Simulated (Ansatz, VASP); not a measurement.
**ZnIn: VASP beside Ansatz**

```
Zn In
1.0
     0.00000    2.68903    2.68903
     2.68903    0.00000    2.68903
     2.68903    2.68903    0.00000
Zn In
1 1
Direct
  0.00000 0.00000 0.00000
  0.50000 0.50000 0.50000
```

Alike in both runs: task relaxation of cell and atoms; functional PBE; k mesh 6 × 6 × 6; occupations gaussian, width 0.1 eV; no spin polarisation.

```csv
,VASP,Ansatz
version,VASP 6.6.1,Ansatz 0.2.0
potentials or method,"VASP PAW PBE potentials, release 64 (Zn, In_d), cutoff 600 eV","scalar-relativistic, plane waves, PAW"
valence electrons in the cell,25,25
```

```csv
,VASP,Ansatz,Ansatz less VASP
"gap on the k mesh at the Fermi level, each at its own relaxed structure (eV)",none,none,-
relaxed volume (Å³/atom),23.17,23.25,+0.081
relaxed length of the cell vector where the two differ most in proportion (Å),4.032,4.037,+0.0047
```

A gap of «none» marks a metal or a gap that the smearing closes.

Noted on VASP's run: the volume moved by over 15 % at a fixed basis, so the end points are rough.
